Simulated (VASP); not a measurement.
A run of VASP 6.6.1 is set up as follows.

The input INCAR:

```
SYSTEM = PbI2
ALGO = Normal
EDIFF = 1E-7
EDIFFG = -0.005
ENCUT = 500
GGA = PE
GGA_COMPAT = .FALSE.
IBRION = 2
ISIF = 3
ISMEAR = 0
IVDW = 12
LASPH = .TRUE.
LCHARG = .FALSE.
LREAL = .FALSE.
LWAVE = .FALSE.
NELM = 120
NELMIN = 4
NSW = 100
PREC = Accurate
SIGMA = 0.02
```

KPOINTS

```
k-points
0
G
  9 9 4
  0 0 0
```

POSCAR

```
PbI2
1.0
    4.4769786907      0.0000000000      0.0000000000
   -2.2384893454      3.8771772783      0.0000000000
    0.0000000000      0.0000000000      7.2222958124
Pb I
1 2
Direct
    0.0000000000      0.0000000000      0.0000000000
    0.3333333333      0.6666666667      0.2520000000
    0.6666666667      0.3333333333      0.7480000000
```

Potentials or basis: VASP PAW PBE potentials, release 64 (Pb_d, I).

The run is started by

```console
$ cat potpaw_PBE.64/Pb_d/POTCAR potpaw_PBE.64/I/POTCAR > POTCAR
$ mpirun -np 1 vasp_std > vasp.out
```

Q: Estimate the relaxed cell.

A: a = 4.556 Å, b = 4.556 Å, c = 6.978 Å, α = 90.00°, β = 90.00°, γ = 120.00°.

Q: Estimate the space group after relaxing (to 0.1 Å).

A: P-3m1 (No. 164).

Q: Estimate the band gap on the k mesh.

A: 2.18 eV.

Final structure:
```
CELL_PARAMETERS angstrom
4.55625 0.00000 0.00000
-2.27813 3.94583 0.00000
0.00000 0.00000 6.97812
ATOMIC_POSITIONS crystal
Pb 0.00000 0.00000 0.00000
I 0.33333 0.66667 0.27094
I 0.66667 0.33333 0.72906
```

Caveat: spin-orbit coupling is left out, which moves the levels of the heavy elements; an odd mesh through Γ misses points on the zone boundary, where band edges can lie.
